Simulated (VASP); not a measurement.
Input of a VASP 6.6.1 run:

File INCAR:

```
SYSTEM = NaF
ALGO     = Normal         ! electronic algorithm
EDIFF    = 1E-7           ! SCF threshold, eV
ENCUT    = 520            ! plane-wave cutoff, eV
GGA      = PE             ! functional
ISIF     = 2              ! what is computed and relaxed
ISMEAR   = -1             ! smearing method
LASPH    = .TRUE.         ! aspherical terms in the spheres
LCHARG   = .FALSE.        ! write CHGCAR
LREAL    = .FALSE.        ! projectors in reciprocal space
LWAVE    = .FALSE.        ! write WAVECAR
NBANDS   = 14             ! bands
NELM     = 80             ! most SCF steps
PREC     = Accurate       ! precision mode
SIGMA    = 0.02           ! smearing width, eV
```

File KPOINTS:

```
k-points
0
G
  10 10 10
  0 0 0
```

File POSCAR:

```
NaF
1.0
    2.8599701471      0.0000000000      0.0000000000
    0.0000000000      2.8599701471      0.0000000000
    0.0000000000      0.0000000000      2.8599701471
Na F
1 1
Direct
    0.0000000000      0.0000000000      0.0000000000
    0.5000000000      0.5000000000      0.5000000000
```

Potentials or basis: VASP PAW PBE potentials, release 64 (Na_pv, F).

The run is started by

```console
$ cat potpaw_PBE.64/Na_pv/POTCAR potpaw_PBE.64/F/POTCAR > POTCAR
$ mpirun -np 1 vasp_std > vasp.out
```

(1) What does it give for the pressure?

(2) What does it give for the band gap on the k mesh?

Answers

(1) 0.1 GPa.

(2) 5.67 eV (least direct gap 5.98 eV).

Caveat: the cell differs from its parent crystal (strain +2.4%).
